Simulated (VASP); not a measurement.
Write the native input for VASP 6.6.1 that does the following.

```
Task                   : single point
Functional             : PBEsol
Potentials or basis    : VASP PAW PBE potentials, release 64 (H)
Cutoff                 : 520 eV
k mesh                 : 7 × 7 × 5
Occupations            : fermi-dirac, width 0.15 eV
Spin                   : no spin polarisation
Dipole correction      : no
Further INCAR settings : ALGO = Normal; EDIFF = 1e-06; NBANDS = 8
```

The structure of H lies in POSCAR:

```
H
1.0
    3.2427917000      0.0000000000      0.0000000000
    0.0000000000      3.2427917000      0.0000000000
    0.0000000000      0.0000000000      4.9480000000
H
2
Direct
    0.0000000000      0.0000000000      0.7500000000
    0.0000000000      0.0000000000      0.2500000000
```

The input as run:

INCAR

```
SYSTEM = H
PREC = Accurate
ENCUT = 520
EDIFF = 1E-6
ISMEAR = -1
SIGMA = 0.15
LREAL = .False.
LASPH = .True.
NELM = 80
ALGO = Normal
ISIF = 2
LWAVE = .False.
LCHARG = .True.
GGA = PS
LELF = .True.
LVHAR = .True.
NBANDS = 8
```

KPOINTS

```
regular mesh
0
Gamma
  7 7 5
  0 0 0
```

Potentials or basis: VASP PAW PBE potentials, release 64 (H).

Run with:

```bash
$ cat potpaw_PBE.64/H/POTCAR > POTCAR
$ mpirun -np 1 vasp_std > vasp.out
```

Results of the run:

| Item | Value |
| --- | --- |
| Pressure | -5.2 GPa |
| Band gap on the k mesh | zero (band 1 reaches -5.13 eV, above the bottom of band 2 at -6.06 eV) |

Caveat: the PAW data sets were made with another functional, which shifts forces and pressure a little.

Run time: 4.2 s on 1 thread of AMD EPYC 9R45 96-Core Processor (Zen 5), on a shared host, peak memory 0.12 GiB.
